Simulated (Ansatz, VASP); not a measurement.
# Two plane-wave programs on AgRh

INCAR

```
SYSTEM = AgRh
PREC = Accurate
ENCUT = 520
EDIFF = 1E-7
ISMEAR = -1
SIGMA = 0.05
LREAL = .FALSE.
LASPH = .TRUE.
NELM = 80
ALGO = Normal
ISIF = 2
LWAVE = .FALSE.
LCHARG = .FALSE.
NBANDS = 20
```

Contents of KPOINTS:

```
Automatic mesh
0
G
  11 11 6
  0 0 0
```

POSCAR

```
AgRh
1.0
    2.7208868163      0.0000000000      0.0000000000
   -1.3604434081      2.3563571037      0.0000000000
    0.0000000000      0.0000000000      4.7104397215
Ag Rh
1 1
Direct
    0.0000000000      0.0000000000      0.5000000000
    0.6666666667      0.3333333333      0.0000000000
```

File input.yaml:

```yaml
crystal:
  lattice:
    - [2.7208868163, 0.0, 0.0]
    - [-1.3604434081, 2.3563571037, 0.0]
    - [0.0, 0.0, 4.7104397215]
  atoms:
    - { symbol: Ag, position: [0.0, 0.0, 0.5] }
    - { symbol: Rh, position: [0.6666666667, 0.3333333333, 0.0] }
hamiltonian:
  xc: lda
  pseudopotentials: { kind: paw }
kpoints:
  mp_grid: { grid: [11, 11, 6] }
scf:
  occupations: { method: fermi_dirac, width: 0.05 }
output:
  forces: true
  stress: true
  eigenvalues: true
  write_density: true
  write_potential: true
  elf: true
  volumetric_format: npy
```

Alike in both runs: task single point; functional LDA; k mesh 11 × 11 × 6; occupations fermi-dirac, width 0.05 eV; no spin polarisation.

```csv
,VASP,Ansatz
version,VASP 6.6.1,Ansatz 0.2.0
potentials or method,"VASP PAW LDA potentials, release 64 (Ag, Rh_pv)",Ansatz PAW
plane-wave cutoff (eV),520,420
valence electrons in the cell,26,36
```

|  | VASP | Ansatz | Ansatz less VASP |
| --- | --- | --- | --- |
| gap on the k mesh at the Fermi level (eV) | none | none | - |
| pressure (GPa) | -6.0 | -6.4 | -0.39 |
| traceless stress, the component that is largest in VASP (GPa) | -0.88 | -0.86 | +0.023 |

LDA's correlation is that of Perdew and Zunger in VASP and of Perdew and Wang (1992) in Ansatz. A gap of «none» marks a metal or a gap that the smearing closes. VASP's potentials hold 26 valence electrons a cell and Ansatz's 36, so a difference there can come from the potentials and not from the codes.
